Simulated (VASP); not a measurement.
# In8P7 (a cell with a defect) in VASP: single point with PBE

Aim: the single point of In8P7 (a cell with a defect) with PBE.

All numbers are computed with VASP 6.6.1; they aren't measurements. Logs are shortened: lines on timing, memory, paths and dates and some standing lists are left out, and cuts for length are marked.

## Step 1: The cell of the first run

The cell holds a defect, 15 atoms: a = 8.289 Å, b = 8.289 Å, c = 8.289 Å, α = 60.00°, β = 60.00°, γ = 60.00°.

## Step 2: Single point, PBE

Contents of INCAR:

```
SYSTEM = In8P7
PREC = Accurate
ENCUT = 400
EDIFF = 1E-6
ISMEAR = 0
SIGMA = 0.02
LREAL = .False.
LASPH = .True.
NELM = 120
ALGO = Normal
ISIF = 2
LWAVE = .False.
LCHARG = .True.
GGA = PE
LELF = .True.
LVHAR = .True.
NBANDS = 82
GGA_COMPAT = .False.
```

Contents of KPOINTS:

```
Automatic mesh
0
Gamma
  2 2 2
  0 0 0
```

Contents of POSCAR:

```
In8P7
1.0
    0.0000000000      5.8610000000      5.8610000000
    5.8610000000      0.0000000000      5.8610000000
    5.8610000000      5.8610000000      0.0000000000
In P
8 7
Direct
    0.0000000000      0.0000000000      0.0000000000
    0.0000000000      0.0000000000      0.5000000000
    0.0000000000      0.5000000000      0.0000000000
    0.0000000000      0.5000000000      0.5000000000
    0.5000000000      0.0000000000      0.0000000000
    0.5000000000      0.0000000000      0.5000000000
    0.5000000000      0.5000000000      0.0000000000
    0.5000000000      0.5000000000      0.5000000000
    0.1250000000      0.1250000000      0.6250000000
    0.1250000000      0.6250000000      0.1250000000
    0.1250000000      0.6250000000      0.6250000000
    0.6250000000      0.1250000000      0.1250000000
    0.6250000000      0.1250000000      0.6250000000
    0.6250000000      0.6250000000      0.1250000000
    0.6250000000      0.6250000000      0.6250000000
```

Potentials or basis: VASP PAW PBE potentials, release 64 (In_d, P).

Started as:

```bash
cat potpaw_PBE.64/In_d/POTCAR potpaw_PBE.64/P/POTCAR > POTCAR
mpirun -np 1 vasp_std > vasp.out
```

OUTCAR:

```text
SYSTEM = In8P7
   PREC = Accurate
   ENCUT = 400
   EDIFF = 1E-6
   ISMEAR = 0
   LREAL = .False.
   LASPH = .True.
   NELM = 120
   ISIF = 2
   GGA = PE

 ion  position               nearest neighbor table
   1  0.000  0.000  0.000-   9 2.54  10 2.54  12 2.54
   2  0.000  0.000  0.500-  11 2.54  13 2.54   9 2.54
   3  0.000  0.500  0.000-  11 2.54  14 2.54  10 2.54
   4  0.000  0.500  0.500-   9 2.54  10 2.54  15 2.54  11 2.54
   5  0.500  0.000  0.000-  13 2.54  14 2.54  12 2.54
   6  0.500  0.000  0.500-   9 2.54  12 2.54  15 2.54  13 2.54
   7  0.500  0.500  0.000-  10 2.54  12 2.54  15 2.54  14 2.54
   8  0.500  0.500  0.500-  11 2.54  13 2.54  14 2.54  15 2.54
   9  0.125  0.125  0.625-   1 2.54   4 2.54   6 2.54   2 2.54
  10  0.125  0.625  0.125-   1 2.54   4 2.54   7 2.54   3 2.54
  11  0.125  0.625  0.625-   2 2.54   3 2.54   8 2.54   4 2.54
  12  0.625  0.125  0.125-   1 2.54   6 2.54   7 2.54   5 2.54
  13  0.625  0.125  0.625-   2 2.54   5 2.54   8 2.54   6 2.54
  14  0.625  0.625  0.125-   3 2.54   5 2.54   8 2.54   7 2.54
  15  0.625  0.625  0.625-   4 2.54   6 2.54   7 2.54   8 2.54

  LATTYP: Found a face centered cubic cell.
 ALAT       =    11.7220000000

  Lattice vectors:

 A1 = (   0.0000000000,   5.8610000000,   5.8610000000)
 A2 = (   5.8610000000,   0.0000000000,   5.8610000000)
 A3 = (   5.8610000000,   5.8610000000,   0.0000000000)

Analysis of symmetry for initial positions (statically):
=====================================================================
 Subroutine PRICEL returns:
 Original cell was already a primitive cell.

 Routine SETGRP: Setting up the symmetry group for a
 face centered cubic supercell.

 Subroutine GETGRP returns: Found 24 space group operations
 (whereof  6 operations were pure point group operations)
 out of a pool of 48 trial point group operations.

The static configuration has the point symmetry C_3v.
 The point group associated with its full space group is T_d .

Analysis of symmetry for dynamics (positions and initial velocities):
=====================================================================
 Subroutine PRICEL returns:
 Original cell was already a primitive cell.

 Routine SETGRP: Setting up the symmetry group for a
 face centered cubic supercell.

 Subroutine GETGRP returns: Found 24 space group operations
 (whereof  6 operations were pure point group operations)
 out of a pool of 48 trial point group operations.

The dynamic configuration has the point symmetry C_3v.
 The point group associated with its full space group is T_d .

 Subroutine INISYM returns: Found 24 space group operations
 (whereof  6 operations are pure point group operations),
 and found     1 'primitive' translations

----------------------------------------------------------------------------------------

                                     Primitive cell

  volume of cell :     402.6662

  direct lattice vectors                    reciprocal lattice vectors
     0.000000000  5.861000000  5.861000000    -0.085309674  0.085309674  0.085309674
     5.861000000  0.000000000  5.861000000     0.085309674 -0.085309674  0.085309674
     5.861000000  5.861000000  0.000000000     0.085309674  0.085309674 -0.085309674

  length of vectors
     8.288705689  8.288705689  8.288705689     0.147760690  0.147760690  0.147760690

  position of ions in fractional coordinates (direct lattice)
     0.000000000  0.000000000  0.000000000
     0.000000000  0.000000000  0.500000000
     0.000000000  0.500000000  0.000000000
     0.000000000  0.500000000  0.500000000
     0.500000000  0.000000000  0.000000000
     0.500000000  0.000000000  0.500000000
     0.500000000  0.500000000  0.000000000
     0.500000000  0.500000000  0.500000000
     0.125000000  0.125000000  0.625000000
     0.125000000  0.625000000  0.125000000
     0.125000000  0.625000000  0.625000000
     0.625000000  0.125000000  0.125000000
     0.625000000  0.125000000  0.625000000
     0.625000000  0.625000000  0.125000000
     0.625000000  0.625000000  0.625000000

  ion indices of the primitive-cell ions
   primitive index   ion index
                 1           1
                 2           2
                 3           3
                 4           4
                 5           5
                 6           6
                 7           7
                 8           8
                 9           9
                10          10
                11          11
                12          12
                13          13
                14          14
                15          15

----------------------------------------------------------------------------------------

 KPOINTS: Automatic mesh

Automatic generation of k-mesh.
 Grid dimensions read from file:
 generate k-points for:    2    2    2

 Generating k-lattice:

  Cartesian coordinates                     Fractional coordinates (reciprocal lattice)
    -0.042654837  0.042654837  0.042654837     0.500000000  0.000000000  0.000000000
     0.042654837 -0.042654837  0.042654837     0.000000000  0.500000000  0.000000000
     0.042654837  0.042654837 -0.042654837     0.000000000  0.000000000  0.500000000

  Length of vectors
     0.073880345  0.073880345  0.073880345

  Shift w.r.t. Gamma in fractional coordinates (k-lattice)
     0.000000000  0.000000000  0.000000000

 Subroutine IBZKPT returns following result:
 ===========================================

 Found      3 irreducible k-points:

 Following reciprocal coordinates:
            Coordinates               Weight
  0.000000  0.000000  0.000000      1.000000
  0.500000  0.000000  0.000000      4.000000
  0.500000  0.500000  0.000000      3.000000
   k-points           NKPTS =      3   k-points in BZ     NKDIM =      3   number of bands    NBANDS=     82
   number of dos      NEDOS =    301   number of ions     NIONS =     15
   total plane-waves  NPLWV = 157464
   dimension x,y,z NGX =    54 NGY =   54 NGZ =   54
   dimension x,y,z NGXF=   108 NGYF=  108 NGZF=  108
   ions per type =               8   7
   NGX,Y,Z   is equivalent  to a cutoff of  10.83, 10.83, 10.83 a.u.
   NGXF,Y,Z  is equivalent  to a cutoff of  21.66, 21.66, 21.66 a.u.
 SYSTEM =  In8P7
   PREC   = accura    normal or accurate (medium, high low for compatibility)
   ISTART =      0    job   : 0-new  1-cont  2-samecut
   ICHARG =      2    charge: 1-file 2-atom 10-const
   ISPIN  =      1    spin polarized calculation?
   LNONCOLLINEAR =      F non collinear calculations
   LSORBIT =      F    spin-orbit coupling
   LASPH  =      T    aspherical Exc in radial PAW
   ENCUT  =  400.0 eV  29.40 Ry    5.42 a.u.  13.52 13.52 13.52*2*pi/ulx,y,z
   NELM   =    120;   NELMIN=  2; NELMDL= -5     # of ELM steps
   EDIFF  = 0.1E-05   stopping-criterion for ELM
   LREAL  =      F    real-space projection
   EDIFFG = 0.1E-04   stopping-criterion for IOM
   NSW    =      0    number of steps for IOM
   IBRION =     -1    ionic relax: 0-MD 1-quasi-New 2-CG
   NFREE  =      0    steps in history (QN), initial steepest desc. (CG)
   ISIF   =      2    stress and relaxation
   ISYM   =      2    0-nonsym 1-usesym 2-fastsym
   POTIM  = 0.5000    time-step for ionic-motion
   TEBEG  =    0.0;   TEEND  =   0.0 temperature during run
   PSTRESS=    0.0 pullay stress
   NELECT =     139.0000    total number of electrons
   NUPDOWN=      -1.0000    fix difference up-down
   EMIN   =  10.00;   EMAX   =-10.00  energy-range for DOS
   EFERMI =   0.00;   METHOD = LEGACY
   ISMEAR =     0;   SIGMA  =   0.02  broadening in eV -4-tet -1-fermi 0-gaus
   EFERMI_NEDOS =   21; number of points for ismear=-14 and -15
   IALGO  =     38    algorithm
   IMIX   =      4    mixing-type and parameters
     AMIX     =   0.40;   BMIX     =  1.00
     AMIX_MAG =   1.60;   BMIX_MAG =  1.00
  volume/ion in A,a.u.               =      26.84       181.16
  Fermi-wavevector in a.u.,A,eV,Ry     =   1.148413  2.170186 17.944072  1.318852
  Thomas-Fermi vector in A             =   2.285088
   LORBIT       =      0    0 simple, 1 ext, 2 COOP (PROOUT), +10 PAW based schemes
   GGA     = PE    functional components
   LHFCALC =     F    Hartree Fock is set to
   AEXX    =    0.0000 exact exchange contribution
   IVDW    =     0    specifies the selected vdW correction
   LEPSILON=     F    determine dielectric tensor
   LRPA    =     F    only Hartree local field effects (RPA)
 non-spin polarized calculation
 Gauss-broadening in eV      SIGMA  =   0.02
  energy-cutoff  :      400.00
  volume of cell :      402.67
 maximum number of plane-waves:      7391
   NGX = 27   NGY = 27   NGZ = 27

 number of electron     139.0000102 magnetization

 Free energy of the ion-electron system (eV)
  ---------------------------------------------------
  ext. energy  EPLUGINS =         0.00000000
  ---------------------------------------------------
  free energy    TOTEN  =       -58.99635993 eV

  energy without entropy =      -58.99186589  energy(sigma->0) =      -58.99411291

 E-fermi :   5.1412     XC(G=0):  -9.0610

 val. band max:        4.9778366435   @ k =   0.5000   0.5000   0.0000
 cond. band min:       5.1507328740   @ k =   0.5000   0.0000   0.0000
 fundamental gap:      0.1728962305
 Fermi energy:         5.1411941484

 k-point     1 :       0.0000    0.0000    0.0000
  band No.  band energies     occupation
      1      -9.6634      2.00000
      2      -9.6493      2.00000
      3      -9.6493      2.00000
      4      -9.5882      2.00000
      5      -9.5882      2.00000
      6      -9.5882      2.00000
[... 73 lines left out ...]
     80       8.3957      0.00000
     81       8.3957      0.00000

 k-point     2 :       0.5000    0.0000    0.0000
  band No.  band energies     occupation
      1      -9.6433      2.00000
      2      -9.6197      2.00000
      3      -9.6197      2.00000
      4      -9.5975      2.00000
      5      -9.5975      2.00000
      6      -9.5671      2.00000
[... 73 lines left out ...]
     80       9.0819      0.00000
     81       9.1533      0.00000

 k-point     3 :       0.5000    0.5000    0.0000
  band No.  band energies     occupation
      1      -9.6364      2.00000
      2      -9.6190      2.00000
      3      -9.6035      2.00000
      4      -9.5833      2.00000
      5      -9.5809      2.00000
      6      -9.5809      2.00000
[... 73 lines left out ...]
     80       9.1795      0.00000
     81       9.3651      0.00000
 [bands above 81 left out]

------------------------ aborting loop because EDIFF is reached ----------------------------------------

  FORCE on cell =-STRESS in cart. coord.  units (eV):
  Direction    XX          YY          ZZ          XY          YZ          ZX
  --------------------------------------------------------------------------------------
  -------------------------------------------------------------------------------------
  Total        6.3660616      6.3660616      6.3660616      0.0000000      0.0000000     -0.0000000
  in kB       25.3300622     25.3300622     25.3300622      0.0000000      0.0000000     -0.0000000
  external PRESSURE =      25.3300622 kB  Pullay stress =       0.0000000 kB

 VOLUME and BASIS-vectors are now :
 -----------------------------------------------------------------------------
  energy-cutoff  :      400.00
  volume of cell :      402.67
      direct lattice vectors                 reciprocal lattice vectors
     0.000000000  5.861000000  5.861000000    -0.085309674  0.085309674  0.085309674
     5.861000000  0.000000000  5.861000000     0.085309674 -0.085309674  0.085309674
     5.861000000  5.861000000  0.000000000     0.085309674  0.085309674 -0.085309674

 POSITION                                       TOTAL-FORCE (eV/Angst)
 -----------------------------------------------------------------------------------
      0.00000      0.00000      0.00000         0.410873      0.410873      0.410873
      2.93050      2.93050      0.00000        -0.410873     -0.410873      0.410873
      2.93050      0.00000      2.93050        -0.410873      0.410873     -0.410873
      5.86100      2.93050      2.93050         0.021305     -0.021305     -0.021305
      0.00000      2.93050      2.93050         0.410873     -0.410873     -0.410873
      2.93050      5.86100      2.93050        -0.021305      0.021305     -0.021305
      2.93050      2.93050      5.86100        -0.021305     -0.021305      0.021305
      5.86100      5.86100      5.86100         0.021305      0.021305      0.021305
      4.39575      4.39575      1.46525        -0.000000     -0.000000     -0.027247
      4.39575      1.46525      4.39575        -0.000000     -0.027247     -0.000000
      7.32625      4.39575      4.39575         0.027247     -0.000000     -0.000000
      1.46525      4.39575      4.39575        -0.027247     -0.000000     -0.000000
      4.39575      7.32625      4.39575        -0.000000      0.027247     -0.000000
      4.39575      4.39575      7.32625        -0.000000     -0.000000      0.027247
      7.32625      7.32625      7.32625        -0.000000     -0.000000     -0.000000
 -----------------------------------------------------------------------------------
    total drift:                               -0.000003     -0.000003     -0.000004

  FREE ENERGIE OF THE ION-ELECTRON SYSTEM (eV)
  ---------------------------------------------------
  free  energy   TOTEN  =       -58.9963599305 eV

  energy  without entropy=      -58.9918658911  energy(sigma->0) =      -58.99411291
```

Run time: 88 s. Hardware: 1 thread of AMD EPYC 9R45 (Zen 5), shared host; peak memory 0.34 GiB.

Results:

| Quantity | Value |
| --- | --- |
| Free energy | -58.9964 eV |
| Pressure | 2.5 GPa |
| Largest force | 0.712 eV/Å |
| Band gap on the k mesh | zero (an odd number of electrons rules out a gap without spin polarisation) |

Forces on the atoms (eV/Å):
```
In   0.411  0.411  0.411
In  -0.411 -0.411  0.411
In  -0.411  0.411 -0.411
In   0.021 -0.021 -0.021
In   0.411 -0.411 -0.411
In  -0.021  0.021 -0.021
In  -0.021 -0.021  0.021
In   0.021  0.021  0.021
P    0.000  0.000 -0.027
P    0.000 -0.027  0.000
P    0.027  0.000  0.000
P   -0.027  0.000  0.000
P    0.000  0.027  0.000
P    0.000  0.000  0.027
P    0.000  0.000  0.000
```

Caveat: the k points lie up to 0.46 Å⁻¹ apart, too coarse for converged energies and pressures of a metal; spin-orbit coupling is left out, which moves the levels of the heavy elements.
